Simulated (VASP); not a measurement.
# Ir (P6/mmm) in VASP: further runs, part 2 of 2

VASP 6.6.1. Earlier steps stand in the parts before.

### 3 Relaxation of shape and atoms at fixed volume, PBE

This run uses another cell than the first one, of 9.53 Å³/atom, 1.154 times its volume.

File INCAR:

```
PREC = Accurate ; ENCUT = 600
EDIFF = 1E-7 ; ISMEAR = -1
SIGMA = 0.05 ; LREAL = F
LASPH = T ; NELM = 100
ALGO = Normal ; ISIF = 4
LWAVE = F ; LCHARG = F
GGA = PE ; IBRION = 2
NSW = 50 ; EDIFFG = -0.005
```

File KPOINTS:

```
Automatic mesh
0
Gamma
  16 16 15
```

File POSCAR:

```
Ir
1.0
    2.2412597750      0.0000000000      0.0000000000
   -1.1206298875      1.9409879016      0.0000000000
    0.0000000000      0.0000000000      2.1906926479
Ir
1
Direct
    0.0000000000      0.0000000000      0.0000000000
```

Potentials or basis: VASP PAW PBE potentials, release 64 (Ir).

Command:

```
$ cat potpaw_PBE.64/Ir/POTCAR > POTCAR
$ mpirun -np 1 vasp_std > vasp.out
```

OUTCAR:

```text
PREC = Accurate
   ENCUT = 600
   EDIFF = 1E-7
   ISMEAR = -1
   LREAL = F
   LASPH = T
   NELM = 100
   ISIF = 4
   GGA = PE
   IBRION = 2
   NSW = 50
   EDIFFG = -0.005

 ion  position               nearest neighbor table
   1  0.000  0.000  0.000-

  LATTYP: Found a hexagonal cell.
 ALAT       =     2.2412597750
 C/A-ratio  =     0.9774380785

  Lattice vectors:

 A1 = (   2.2412597750,   0.0000000000,   0.0000000000)
 A2 = (  -1.1206298875,   1.9409879016,   0.0000000000)
 A3 = (   0.0000000000,   0.0000000000,   2.1906926479)

Analysis of symmetry for initial positions (statically):
=====================================================================
 Subroutine PRICEL returns:
 Original cell was already a primitive cell.

 Routine SETGRP: Setting up the symmetry group for a
 hexagonal supercell.

 Subroutine GETGRP returns: Found 24 space group operations
 (whereof 24 operations were pure point group operations)
 out of a pool of 24 trial point group operations.

The static configuration has the point symmetry D_6h.

Analysis of symmetry for dynamics (positions and initial velocities):
=====================================================================
 Subroutine PRICEL returns:
 Original cell was already a primitive cell.

 Routine SETGRP: Setting up the symmetry group for a
 hexagonal supercell.

 Subroutine GETGRP returns: Found 24 space group operations
 (whereof 24 operations were pure point group operations)
 out of a pool of 24 trial point group operations.

The dynamic configuration has the point symmetry D_6h.

 Subroutine INISYM returns: Found 24 space group operations
 (whereof 24 operations are pure point group operations),
 and found     1 'primitive' translations

----------------------------------------------------------------------------------------

                                     Primitive cell

  volume of cell :       9.5301

  direct lattice vectors                    reciprocal lattice vectors
     2.241259775  0.000000000  0.000000000     0.446177641  0.257600781  0.000000000
    -1.120629888  1.940987902  0.000000000     0.000000000  0.515201563  0.000000000
     0.000000000  0.000000000  2.190692648     0.000000000  0.000000000  0.456476631

  length of vectors
     2.241259775  2.241259775  2.190692648     0.515201563  0.515201563  0.456476631

  position of ions in fractional coordinates (direct lattice)
     0.000000000  0.000000000  0.000000000

  ion indices of the primitive-cell ions
   primitive index   ion index
                 1           1

----------------------------------------------------------------------------------------

 KPOINTS: Automatic mesh

Automatic generation of k-mesh.
 Grid dimensions read from file:
 generate k-points for:   16   16   15

 Generating k-lattice:

  Cartesian coordinates                     Fractional coordinates (reciprocal lattice)
     0.027886103  0.016100049  0.000000000     0.062500000  0.000000000  0.000000000
[... 51 lines left out ...]
   ISTART =      0    job   : 0-new  1-cont  2-samecut
   ICHARG =      2    charge: 1-file 2-atom 10-const
   ISPIN  =      1    spin polarized calculation?
   LNONCOLLINEAR =      F non collinear calculations
   LSORBIT =      F    spin-orbit coupling
   LASPH  =      T    aspherical Exc in radial PAW
   ENCUT  =  600.0 eV  44.10 Ry    6.64 a.u.   4.48  4.48  4.38*2*pi/ulx,y,z
   NELM   =    100;   NELMIN=  2; NELMDL= -5     # of ELM steps
   EDIFF  = 0.1E-06   stopping-criterion for ELM
   LREAL  =      F    real-space projection
   EDIFFG = -.5E-02   stopping-criterion for IOM
   NSW    =     50    number of steps for IOM
   IBRION =      2    ionic relax: 0-MD 1-quasi-New 2-CG
   NFREE  =      1    steps in history (QN), initial steepest desc. (CG)
   ISIF   =      4    stress and relaxation
   ISYM   =      2    0-nonsym 1-usesym 2-fastsym
   POTIM  = 0.5000    time-step for ionic-motion
   TEBEG  =    0.0;   TEEND  =   0.0 temperature during run
   PSTRESS=    0.0 pullay stress
   NELECT =       9.0000    total number of electrons
   NUPDOWN=      -1.0000    fix difference up-down
   EMIN   =  10.00;   EMAX   =-10.00  energy-range for DOS
   EFERMI =   0.00;   METHOD = LEGACY
   ISMEAR =    -1;   SIGMA  =   0.05  broadening in eV -4-tet -1-fermi 0-gaus
   EFERMI_NEDOS =   21; number of points for ismear=-14 and -15
   IALGO  =     38    algorithm
   IMIX   =      4    mixing-type and parameters
     AMIX     =   0.40;   BMIX     =  1.00
     AMIX_MAG =   1.60;   BMIX_MAG =  1.00
  volume/ion in A,a.u.               =       9.53        64.31
  Fermi-wavevector in a.u.,A,eV,Ry     =   1.606165  3.035212 35.099850  2.579766
  Thomas-Fermi vector in A             =   2.702396
   LORBIT       =      0    0 simple, 1 ext, 2 COOP (PROOUT), +10 PAW based schemes
   GGA     = PE    functional components
   LHFCALC =     F    Hartree Fock is set to
   AEXX    =    0.0000 exact exchange contribution
   IVDW    =     0    specifies the selected vdW correction
   LEPSILON=     F    determine dielectric tensor
   LRPA    =     F    only Hartree local field effects (RPA)
 conjugate gradient relaxation of ions
 non-spin polarized calculation
  energy-cutoff  :      600.00
  volume of cell :        9.53
 maximum number of plane-waves:       332
 NGX is ok and might be reduce to    18
   NGX =  9   NGY =  9   NGZ =  9

--------------------------------------- Ionic step        1  -------------------------------------------

 number of electron       8.9999999 magnetization

 Free energy of the ion-electron system (eV)
  ---------------------------------------------------
  ext. energy  EPLUGINS =         0.00000000
  ---------------------------------------------------
  free energy    TOTEN  =        -2.12983288 eV

  energy without entropy =       -2.12629924  energy(sigma->0) =       -2.12806606

------------------------ aborting loop because EDIFF is reached ----------------------------------------

  FORCE on cell =-STRESS in cart. coord.  units (eV):
  Direction    XX          YY          ZZ          XY          YZ          ZX
  --------------------------------------------------------------------------------------
  -------------------------------------------------------------------------------------
  Total       31.7042960     31.7042960     25.4166878      0.0000000      0.0000000     -0.0000000
  in kB     5330.0615011   5330.0615010   4273.0016563      0.0000000      0.0000000     -0.0000000
  external PRESSURE =    4977.7082195 kB  Pullay stress =       0.0000000 kB
[... 86 lines left out ...]
  FREE ENERGIE OF THE ION-ELECTRON SYSTEM (eV)
  ---------------------------------------------------
  free  energy   TOTEN  =        -2.1918088220 eV

  energy  without entropy=       -2.1881094815  energy(sigma->0) =       -2.18995915

[... ionic steps 4 to 15 ...]

--------------------------------------- Ionic step       16  -------------------------------------------

 number of electron       9.0000000 magnetization

------------------------ aborting loop because EDIFF is reached ----------------------------------------
[... 65 lines left out ...]
--------------------------------------- Ionic step       18  -------------------------------------------

 number of electron       9.0000000 magnetization

 Free energy of the ion-electron system (eV)
  ---------------------------------------------------
  ext. energy  EPLUGINS =         0.00000000
  ---------------------------------------------------
  free energy    TOTEN  =        -2.19273238 eV

  energy without entropy =       -2.18902726  energy(sigma->0) =       -2.19087982

 E-fermi :  18.4288     XC(G=0): -16.3234

 val. band max:       18.4174602967   @ k =   0.1875  -0.0000   0.2000
 cond. band min:      18.4329551808   @ k =   0.3750   0.0625   0.1333
 fundamental gap:      0.0154948840
 Fermi energy:        18.4288361852

 k-point     1 :       0.0000    0.0000    0.0000
  band No.  band energies     occupation
      1       3.2273      2.00000
      2       5.8885      2.00000
      3      11.7510      2.00000
      4      11.7510      2.00000
      5      21.7369      0.00000
      6      21.7369      0.00000
      7      31.9574      0.00000
      8      37.3139      0.00000
[... 243 lines left out ...]
 k-point    24 :       0.2500    0.1875    0.0000
  band No.  band energies     occupation
      1       7.7566      2.00000
      2       8.2387      2.00000
      3      11.0982      2.00000
      4      16.1497      2.00000
      5      19.3057      0.00000
      6      21.8537      0.00000
      7      32.0765      0.00000
      8      33.8851      0.00000

 [... further k-points ...]
[... 5 lines left out ...]
  --------------------------------------------------------------------------------------
  -------------------------------------------------------------------------------------
  Total       29.3193283     29.3193282     29.3198608      0.0000000     -0.0000000      0.0000000
  in kB     4929.1055983   4929.1055957   4929.1951228      0.0000000     -0.0000000      0.0000000
  external PRESSURE =    4929.1354389 kB  Pullay stress =       0.0000000 kB
[... 16 lines left out ...]
  FREE ENERGIE OF THE ION-ELECTRON SYSTEM (eV)
  ---------------------------------------------------
  free  energy   TOTEN  =        -2.1927323798 eV

  energy  without entropy=       -2.1890272638  energy(sigma->0) =       -2.19087982

 reached required accuracy - stopping structural energy minimisation
```

CONTCAR:

```text
Ir
   1.00000000000000
     2.2639363176698173   -0.0000000000000000    0.0000000000000000
    -1.1319681588349086    1.9606263631428589   -0.0000000000000001
     0.0000000000000001   -0.0000000000000000    2.1470266315570532
  Ir
     1
Direct
     0.0000000000000000    0.0000000000000000    0.0000000000000000

  0.00000000E+00  0.00000000E+00  0.00000000E+00
```

Run time: 86 s. Hardware: 1 thread of Intel Xeon 6975P-C (Granite Rapids), shared host; peak memory 0.14 GiB.

Results:

| Property | Result |
| --- | --- |
| Free energy | -2.1927 eV |
| Energy gained by relaxing | 62.9 meV/atom |
| Ionic steps | 18 |
| Pressure after relaxing | 492.9 GPa |

The path:
```tsv
step	energy change (eV)	largest force (eV/Å)	pressure (GPa)	volume (Å³)
1	0.0000	0.0000	497.77	9.53
2	5.1068	0.0000	581.61	9.53
3	-0.0620	0.0000	493.33	9.53
4	-0.0629	0.0000	492.87	9.53
5	-0.0629	0.0000	492.94	9.53
6	-0.0629	0.0000	492.93	9.53
7	-0.0629	0.0000	492.93	9.53
8	-0.0629	0.0000	492.93	9.53
9	-0.0629	0.0000	492.93	9.53
10	-0.0629	0.0000	492.93	9.53
11	-0.0629	0.0000	492.93	9.53
12	-0.0629	0.0000	492.93	9.53
13	-0.0629	0.0000	492.93	9.53
14	-0.0629	0.0000	492.93	9.53
15	-0.0629	0.0000	492.92	9.53
16	-0.0629	0.0000	492.92	9.53
17	-0.0629	0.0000	492.91	9.53
18	-0.0629	0.0000	492.91	9.53
```

Final structure:
```
CELL_PARAMETERS angstrom
2.26394 0.00000 0.00000
-1.13197 1.96063 0.00000
0.00000 0.00000 2.14703
ATOMIC_POSITIONS crystal
Ir 0.00000 0.00000 0.00000
```

Caveat: spin-orbit coupling is left out, which moves the levels of the heavy elements.

### 4 Relaxation of shape and atoms at fixed volume, PBE

This run uses another cell than the first one, of 10.80 Å³/atom, 1.308 times its volume.

File INCAR:

```
SYSTEM = Ir
ALGO = Normal
EDIFF = 1E-6
EDIFFG = -0.005
ENCUT = 600
GGA = PE
IBRION = 2
ISIF = 4
ISMEAR = -1
LASPH = .TRUE.
LCHARG = .FALSE.
LREAL = .FALSE.
LWAVE = .FALSE.
NELM = 80
NSW = 50
PREC = Accurate
SIGMA = 0.05
```

File KPOINTS:

```
k-points
0
G
  16 16 15
  0 0 0
```

File POSCAR:

```
Ir
1.0
    2.3367455132      0.0000000000      0.0000000000
   -1.1683727566      2.0236809766      0.0000000000
    0.0000000000      0.0000000000      2.2840240444
Ir
1
Direct
    0.0000000000      0.0000000000      0.0000000000
```

Command:

```
$ cat potpaw_PBE.64/Ir/POTCAR > POTCAR
$ mpirun -np 1 vasp_std > vasp.out
```

Run time: 81 s. Hardware: 1 thread of Intel Xeon 6975P-C (Granite Rapids), shared host; peak memory 0.14 GiB.

It converged, with:

| Item | Value |
| --- | --- |
| Free energy | -5.1874 eV |
| Energy gained by relaxing | 32.7 meV/atom |
| Ionic steps | 17 |
| Pressure after relaxing | 280.9 GPa |

Stress tensor (GPa, compression positive):
```
280.96   0.00   0.00
  0.00 280.96   0.00
  0.00   0.00 280.89
```

The path:
```tsv
step	energy change (eV)	largest force (eV/Å)	pressure (GPa)	volume (Å³)
1	0.0000	0.0000	283.78	10.80
2	1.4882	0.0000	314.23	10.80
3	-0.0325	0.0000	281.06	10.80
4	-0.0327	0.0000	280.91	10.80
5	-0.0327	0.0000	280.95	10.80
6	-0.0327	0.0000	280.95	10.80
7	-0.0327	0.0000	280.95	10.80
8	-0.0327	0.0000	280.95	10.80
9	-0.0327	0.0000	280.95	10.80
10	-0.0327	0.0000	280.95	10.80
11	-0.0327	0.0000	280.95	10.80
12	-0.0327	0.0000	280.95	10.80
13	-0.0327	0.0000	280.95	10.80
14	-0.0327	0.0000	280.95	10.80
15	-0.0327	0.0000	280.95	10.80
16	-0.0327	0.0000	280.94	10.80
17	-0.0327	0.0000	280.94	10.80
```

Final structure:
```yaml
crystal:
  lattice:
    - [2.35582, 0.00000, 0.00000]
    - [-1.17791, 2.04020, 0.00000]
    - [0.00000, 0.00000, 2.24719]
  atoms:
    - { symbol: Ir, position: [0.00000, 0.00000, 0.00000] }
```

Levels at points of the mesh, in eV from the Fermi level:
```
           k point  band 1  band 2  band 3  band 4  band 5  band 6  band 7  band 8
(0.00, 0.00, 0.00)  -13.74  -10.57   -5.51   -5.51    2.71    2.71   14.25   17.82
(0.50, 0.00, 0.00)  -11.49   -8.65   -2.89   -0.99    1.47    3.40   11.27   15.85
```

Caveat: spin-orbit coupling is left out, which moves the levels of the heavy elements.
